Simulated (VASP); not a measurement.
Write the native input for VASP 6.6.1 that does the following.

- Task: single point
- Functional: PBEsol
- Potentials or basis: VASP PAW PBE potentials, release 64 (Ni, Si)
- Cutoff: 520 eV
- k mesh: 5 × 7 × 4
- Occupations: fermi-dirac, width 0.05 eV
- Spin: collinear spin, ferromagnetic start
- Starting moments: [1.0, 1.0, 1.0, 1.0, 0.0, 0.0, 0.0, 0.0] μB
- Dipole correction: no
- Further INCAR settings: ALGO = Normal; EDIFF = 1e-06; NBANDS = 42

The structure of SiNi lies in POSCAR:

```
SiNi
1.0
    5.0696380000      0.0000000000      0.0000000000
    0.0000000000      3.2713380000      0.0000000000
    0.0000000000      0.0000000000      5.6049000000
Ni Si
4 4
Direct
    0.9922100000      0.7500000000      0.8124800000
    0.5077900000      0.2500000000      0.3124800000
    0.4922100000      0.7500000000      0.6875200000
    0.0077900000      0.2500000000      0.1875200000
    0.6787200000      0.2500000000      0.9175000000
    0.8212800000      0.7500000000      0.4175000000
    0.1787200000      0.2500000000      0.5825000000
    0.3212800000      0.7500000000      0.0825000000
```

One way to write it, as run:

INCAR

```
  PREC = Accurate
  ENCUT = 520
  EDIFF = 1E-6
  ISMEAR = -1
  SIGMA = 0.05
  LREAL = F
  LASPH = T
  NELM = 150
  ALGO = Normal
  ISIF = 2
  LWAVE = F
  LCHARG = F
  ISPIN = 2
  MAGMOM = 1 1 1 1 0 0 0 0
  LORBIT = 11
  LMAXMIX = 4
  GGA = PS
  NBANDS = 42
```

KPOINTS

```
Automatic mesh
0
Gamma
  5 7 4
```

Potentials or basis: VASP PAW PBE potentials, release 64 (Ni, Si).

Command:

```sh
$ cat potpaw_PBE.64/Ni/POTCAR potpaw_PBE.64/Si/POTCAR > POTCAR
$ mpirun -np 1 vasp_std > vasp.out
```

It gave:

* Pressure: 3.7 GPa
* Largest force: 0.060 eV/Å
* Band gap on the k mesh: zero (filled and empty bands overlap)
* Net moment: 0.00 μB per cell
* Valence electrons inside the program's atomic spheres: Ni 9.69; Si 1.64

Caveat: the cell stands under pressure; the PAW data sets were made with another functional, which shifts forces and pressure a little.

It took 2.6 min on 1 thread of AMD EPYC 9R45 96-Core Processor (Zen 5) (shared host), peak memory 0.31 GiB.
